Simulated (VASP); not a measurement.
Set up this calculation in VASP 6.6.1, as the native input.

```
Task                   : single point
Functional             : LDA
Potentials or basis    : VASP PAW LDA potentials, release 64 (Hf_pv, O)
Cutoff                 : 520 eV
k mesh                 : 4 × 8 × 4
Occupations            : gaussian, width 0.02 eV
Spin                   : no spin polarisation
Dipole correction      : no
Further INCAR settings : ALGO = Normal; EDIFF = 1e-06; NBANDS = 56
```

The structure of HfO2 lies in POSCAR:

```
HfO2
1.0
    5.4856522828      0.0000000000      0.0000000000
    0.0000000000      3.2555827491      0.0000000000
    0.0000000000      0.0000000000      6.3968686883
Hf O
4 8
Direct
    0.7543409911      0.2500000000      0.1133461086
    0.2456590089      0.7500000000      0.8866538914
    0.2543409911      0.2500000000      0.3866538914
    0.7456590089      0.7500000000      0.6133461086
    0.9749431568      0.7500000000      0.3385457481
    0.0250568432      0.2500000000      0.6614542519
    0.4749431568      0.7500000000      0.1614542519
    0.5250568432      0.2500000000      0.8385457481
    0.8593117884      0.7500000000      0.9265712695
    0.1406882116      0.2500000000      0.0734287305
    0.3593117884      0.7500000000      0.5734287305
    0.6406882116      0.2500000000      0.4265712695
```

One way to write it, as run:

INCAR

```
SYSTEM = HfO2
PREC     = Accurate       ! precision mode
ENCUT    = 520            ! plane-wave cutoff, eV
EDIFF    = 1E-6           ! SCF threshold, eV
ISMEAR   = 0              ! smearing method
SIGMA    = 0.02           ! smearing width, eV
LREAL    = .False.        ! projectors in reciprocal space
LASPH    = .True.         ! aspherical terms in the spheres
NELM     = 80             ! most SCF steps
ALGO     = Normal         ! electronic algorithm
ISIF     = 2              ! what is computed and relaxed
LWAVE    = .False.        ! write WAVECAR
LCHARG   = .True.         ! write CHGCAR
GGA      = CA             ! functional
LELF     = .True.         ! ELF
LVHAR    = .True.       
NBANDS   = 56             ! bands
```

KPOINTS

```
Automatic mesh
0
Gamma
  4 8 4
  0 0 0
```

Potentials or basis: VASP PAW LDA potentials, release 64 (Hf_pv, O).

The run is started by

```bash
$ cat potpaw_LDA.64/Hf_pv/POTCAR potpaw_LDA.64/O/POTCAR > POTCAR
$ mpirun -np 1 vasp_std > vasp.out
```

It gave:

```json
{
  "Pressure": "-3.0 GPa",
  "Largest force": "0.054 eV/Å",
  "Band gap on the k mesh": "3.17 eV"
}
```

Caveat: the cell stands under tension; spin-orbit coupling is left out, which moves the levels of the heavy elements.

Wall time 5.1 min on 1 thread of Intel Xeon 8259CL, with other jobs on the host, peak memory 0.32 GiB.
